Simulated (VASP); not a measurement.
# Ag (Fm-3m) in VASP: single point with PBE

Aim: the single point of Ag with PBE.

Program: VASP 6.6.1. These are calculated values, not measurements. Logs are shortened: lines on timing, memory, paths and dates and some standing lists are left out, and cuts for length are marked.

## (1) The cell of the first run

The structure is cubic, space group Fm-3m (No. 225). The conventional cell has a = 4.148 Å, b = 4.148 Å, c = 4.148 Å, α = 90.00°, β = 90.00°, γ = 90.00°. Ag (site symmetry m-3m) has 12 Ag at 2.93 Å within 3.9 Å.

## (2) Single point, PBE

INCAR

```
SYSTEM = Ag
PREC     = Accurate       ! precision mode
ENCUT    = 520            ! plane-wave cutoff, eV
EDIFF    = 1E-6           ! SCF threshold, eV
ISMEAR   = 0              ! smearing method
SIGMA    = 0.1            ! smearing width, eV
LREAL    = .False.        ! projectors in reciprocal space
LASPH    = .True.         ! aspherical terms in the spheres
NELM     = 60             ! most SCF steps
ALGO     = Fast           ! electronic algorithm
ISIF     = 2              ! what is computed and relaxed
LWAVE    = .False.        ! write WAVECAR
LCHARG   = .True.         ! write CHGCAR
GGA      = PE             ! functional
LELF     = .True.         ! ELF
LVHAR    = .True.       
NBANDS   = 12             ! bands
```

KPOINTS

```
Automatic mesh
0
Gamma
  34 34 34
  0 0 0
```

POSCAR

```
Ag
1.0
    0.0000000000      2.0738776791      2.0738776791
    2.0738776791      0.0000000000      2.0738776791
    2.0738776791      2.0738776791      0.0000000000
Ag
1
Direct
    0.0000000000      0.0000000000      0.0000000000
```

Potentials or basis: VASP PAW PBE potentials, release 64 (Ag).

Started as:

```console
$ cat potpaw_PBE.64/Ag/POTCAR > POTCAR
$ mpirun -np 1 vasp_std > vasp.out
```

OUTCAR:

```text
SYSTEM = Ag
   PREC = Accurate
   ENCUT = 520
   EDIFF = 1E-6
   ISMEAR = 0
   LREAL = .False.
   LASPH = .True.
   NELM = 60
   ISIF = 2
   GGA = PE

 ion  position               nearest neighbor table
   1  0.000  0.000  0.000-

  LATTYP: Found a face centered cubic cell.
 ALAT       =     4.1477553582

  Lattice vectors:

 A1 = (   0.0000000000,   2.0738776791,   2.0738776791)
 A2 = (   2.0738776791,   0.0000000000,   2.0738776791)
 A3 = (   2.0738776791,   2.0738776791,   0.0000000000)

Analysis of symmetry for initial positions (statically):
=====================================================================
 Subroutine PRICEL returns:
 Original cell was already a primitive cell.

 Routine SETGRP: Setting up the symmetry group for a
 face centered cubic supercell.

 Subroutine GETGRP returns: Found 48 space group operations
 (whereof 48 operations were pure point group operations)
 out of a pool of 48 trial point group operations.

The static configuration has the point symmetry O_h .

Analysis of symmetry for dynamics (positions and initial velocities):
=====================================================================
 Subroutine PRICEL returns:
 Original cell was already a primitive cell.

 Routine SETGRP: Setting up the symmetry group for a
 face centered cubic supercell.

 Subroutine GETGRP returns: Found 48 space group operations
 (whereof 48 operations were pure point group operations)
 out of a pool of 48 trial point group operations.

The dynamic configuration has the point symmetry O_h .

 Subroutine INISYM returns: Found 48 space group operations
 (whereof 48 operations are pure point group operations),
 and found     1 'primitive' translations

----------------------------------------------------------------------------------------

                                     Primitive cell

  volume of cell :      17.8394

  direct lattice vectors                    reciprocal lattice vectors
     0.000000000  2.073877679  2.073877679    -0.241094258  0.241094258  0.241094258
     2.073877679  0.000000000  2.073877679     0.241094258 -0.241094258  0.241094258
     2.073877679  2.073877679  0.000000000     0.241094258  0.241094258 -0.241094258

  length of vectors
     2.932905940  2.932905940  2.932905940     0.417587504  0.417587504  0.417587504

  position of ions in fractional coordinates (direct lattice)
     0.000000000  0.000000000  0.000000000

  ion indices of the primitive-cell ions
   primitive index   ion index
                 1           1

----------------------------------------------------------------------------------------

 KPOINTS: Automatic mesh

Automatic generation of k-mesh.
 Grid dimensions read from file:
 generate k-points for:   34   34   34

 Generating k-lattice:

  Cartesian coordinates                     Fractional coordinates (reciprocal lattice)
    -0.007091008  0.007091008  0.007091008     0.029411765  0.000000000  0.000000000
     0.007091008 -0.007091008  0.007091008     0.000000000  0.029411765  0.000000000
     0.007091008  0.007091008 -0.007091008     0.000000000  0.000000000  0.029411765

  Length of vectors
     0.012281985  0.012281985  0.012281985

  Shift w.r.t. Gamma in fractional coordinates (k-lattice)
     0.000000000  0.000000000  0.000000000

 Subroutine IBZKPT returns following result:
 ===========================================

 Found   1059 irreducible k-points:

 Following reciprocal coordinates:
            Coordinates               Weight
  0.000000  0.000000  0.000000      1.000000
  0.029412  0.000000  0.000000      8.000000
  0.058824  0.000000  0.000000      8.000000
  0.088235  0.000000  0.000000      8.000000
  0.117647  0.000000  0.000000      8.000000
  0.147059  0.000000  0.000000      8.000000
[... 16 lines left out ...]
  0.147059  0.029412  0.000000     24.000000
  0.176471  0.029412  0.000000     24.000000
 [... further k-points ...]
   k-points           NKPTS =   1059   k-points in BZ     NKDIM =   1059   number of bands    NBANDS=     12
   number of dos      NEDOS =    301   number of ions     NIONS =      1
   total plane-waves  NPLWV =  13824
   dimension x,y,z NGX =    24 NGY =   24 NGZ =   24
   dimension x,y,z NGXF=    48 NGYF=   48 NGZF=   48
   ions per type =               1
   NGX,Y,Z   is equivalent  to a cutoff of  13.60, 13.60, 13.60 a.u.
   NGXF,Y,Z  is equivalent  to a cutoff of  27.21, 27.21, 27.21 a.u.
 SYSTEM =  Ag
   PREC   = accura    normal or accurate (medium, high low for compatibility)
   ISTART =      0    job   : 0-new  1-cont  2-samecut
   ICHARG =      2    charge: 1-file 2-atom 10-const
   ISPIN  =      1    spin polarized calculation?
   LNONCOLLINEAR =      F non collinear calculations
   LSORBIT =      F    spin-orbit coupling
   LASPH  =      T    aspherical Exc in radial PAW
   ENCUT  =  520.0 eV  38.22 Ry    6.18 a.u.   5.45  5.45  5.45*2*pi/ulx,y,z
   NELM   =     60;   NELMIN=  2; NELMDL= -5     # of ELM steps
   EDIFF  = 0.1E-05   stopping-criterion for ELM
   LREAL  =      F    real-space projection
   EDIFFG = 0.1E-04   stopping-criterion for IOM
   NSW    =      0    number of steps for IOM
   IBRION =     -1    ionic relax: 0-MD 1-quasi-New 2-CG
   NFREE  =      0    steps in history (QN), initial steepest desc. (CG)
   ISIF   =      2    stress and relaxation
   ISYM   =      2    0-nonsym 1-usesym 2-fastsym
   POTIM  = 0.5000    time-step for ionic-motion
   TEBEG  =    0.0;   TEEND  =   0.0 temperature during run
   PSTRESS=    0.0 pullay stress
   NELECT =      11.0000    total number of electrons
   NUPDOWN=      -1.0000    fix difference up-down
   EMIN   =  10.00;   EMAX   =-10.00  energy-range for DOS
   EFERMI =   0.00;   METHOD = LEGACY
   ISMEAR =     0;   SIGMA  =   0.10  broadening in eV -4-tet -1-fermi 0-gaus
   EFERMI_NEDOS =   21; number of points for ismear=-14 and -15
   IALGO  =     68    algorithm
   IMIX   =      4    mixing-type and parameters
     AMIX     =   0.40;   BMIX     =  1.00
     AMIX_MAG =   1.60;   BMIX_MAG =  1.00
  volume/ion in A,a.u.               =      17.84       120.39
  Fermi-wavevector in a.u.,A,eV,Ry     =   1.393411  2.633165 26.416996  1.941594
  Thomas-Fermi vector in A             =   2.517060
   LORBIT       =      0    0 simple, 1 ext, 2 COOP (PROOUT), +10 PAW based schemes
   GGA     = PE    functional components
   LHFCALC =     F    Hartree Fock is set to
   AEXX    =    0.0000 exact exchange contribution
   IVDW    =     0    specifies the selected vdW correction
   LEPSILON=     F    determine dielectric tensor
   LRPA    =     F    only Hartree local field effects (RPA)
 non-spin polarized calculation
 RMM-DIIS sequential band-by-band and
 Gauss-broadening in eV      SIGMA  =   0.10
  energy-cutoff  :      520.00
  volume of cell :       17.84
 maximum number of plane-waves:       531
 NGX is ok and might be reduce to    24
   NGX = 11   NGY = 11   NGZ = 11

 number of electron      11.0000000 magnetization

 Free energy of the ion-electron system (eV)
  ---------------------------------------------------
  ext. energy  EPLUGINS =         0.00000000
  ---------------------------------------------------
  free energy    TOTEN  =        -2.71804702 eV

  energy without entropy =       -2.71638908  energy(sigma->0) =       -2.71721805

 E-fermi :   7.8695     XC(G=0): -11.9417

 val. band max:        7.8644463022   @ k =  -0.2647   0.2647   0.0588
 cond. band min:       7.8722172086   @ k =  -0.3235   0.2059   0.0294
 fundamental gap:      0.0077709064
 Fermi energy:         7.8694790816

 k-point     1 :       0.0000    0.0000    0.0000
  band No.  band energies     occupation
      1       0.3759      2.00000
      2       3.1688      2.00000
      3       3.1688      2.00000
      4       3.1688      2.00000
      5       4.1225      2.00000
      6       4.1225      2.00000
      7      23.7365      0.00000
      8      27.0472      0.00000
      9      27.0472      0.00000
     10      27.0472      0.00000
     11      31.7474      0.00000
     12      32.6069      0.00000

 k-point     2 :       0.0294    0.0000    0.0000
  band No.  band energies     occupation
      1       0.4022      2.00000
      2       3.1629      2.00000
      3       3.1760      2.00000
      4       3.1760      2.00000
      5       4.1197      2.00000
      6       4.1197      2.00000
      7      23.7415      0.00000
      8      26.7778      0.00000
      9      27.0546      0.00000
     10      27.0546      0.00000
     11      31.8629      0.00000
     12      32.5882      0.00000

 k-point     3 :       0.0588    0.0000    0.0000
  band No.  band energies     occupation
      1       0.4804      2.00000
      2       3.1461      2.00000
      3       3.1969      2.00000
      4       3.1969      2.00000
      5       4.1120      2.00000
      6       4.1120      2.00000
      7      23.7392      0.00000
      8      26.1226      0.00000
      9      27.0750      0.00000
     10      27.0750      0.00000
     11      31.7204      0.00000
     12      32.5091      0.00000
[... 286 lines left out ...]
 k-point    23 :       0.1471    0.0294    0.0000
  band No.  band energies     occupation
      1       0.9392      2.00000
      2       3.0645      2.00000
      3       3.3056      2.00000
      4       3.3099      2.00000
      5       4.0444      2.00000
      6       4.1358      2.00000
      7      22.7614      0.00000
      8      24.6004      0.00000
      9      26.6200      0.00000
     10      27.5294      0.00000
     11      30.4103      0.00000
     12      31.9994      0.00000

 k-point    24 :       0.1765    0.0294    0.0000
  band No.  band energies     occupation
      1       1.1646      2.00000
      2       3.0591      2.00000
      3       3.3437      2.00000
      4       3.3455      2.00000
      5       4.0473      2.00000
      6       4.1526      2.00000
      7      21.7776      0.00000
      8      24.5095      0.00000
      9      26.5272      0.00000
     10      27.6867      0.00000
     11      29.9649      0.00000
     12      31.7547      0.00000

 [... further k-points ...]
[... 5 lines left out ...]
  --------------------------------------------------------------------------------------
  -------------------------------------------------------------------------------------
  Total       -0.0058425     -0.0058425     -0.0058425      0.0000000      0.0000000     -0.0000000
  in kB       -0.5247243     -0.5247243     -0.5247243      0.0000000      0.0000000     -0.0000000
  external PRESSURE =      -0.5247243 kB  Pullay stress =       0.0000000 kB

 VOLUME and BASIS-vectors are now :
 -----------------------------------------------------------------------------
  energy-cutoff  :      520.00
  volume of cell :       17.84
      direct lattice vectors                 reciprocal lattice vectors
     0.000000000  2.073877679  2.073877679    -0.241094258  0.241094258  0.241094258
     2.073877679  0.000000000  2.073877679     0.241094258 -0.241094258  0.241094258
     2.073877679  2.073877679  0.000000000     0.241094258  0.241094258 -0.241094258

 POSITION                                       TOTAL-FORCE (eV/Angst)
 -----------------------------------------------------------------------------------
      0.00000      0.00000      0.00000         0.000000      0.000000      0.000000
 -----------------------------------------------------------------------------------
    total drift:                                0.000000      0.000000      0.000000

  FREE ENERGIE OF THE ION-ELECTRON SYSTEM (eV)
  ---------------------------------------------------
  free  energy   TOTEN  =        -2.7180470248 eV

  energy  without entropy=       -2.7163890832  energy(sigma->0) =       -2.71721805
```

It took 96 s on 1 thread of Intel Xeon Platinum 8488C (Sapphire Rapids), shared host; peak memory 0.34 GiB.

Results:

```
Free energy : -2.7180 eV
Pressure    : -0.1 GPa
```

Levels at points of the mesh, in eV from the Fermi level:
```tsv
k point	band 4	band 5	band 6	band 7	band 8	band 9
(0.00, 0.00, 0.00)	-4.70	-3.75	-3.75	15.87	19.18	19.18
(0.50, 0.00, 0.00)	-3.01	-3.01	-0.33	3.31	15.10	17.35
(0.50, 0.50, 0.00)	-2.82	-2.82	1.60	6.34	10.38	10.38
```
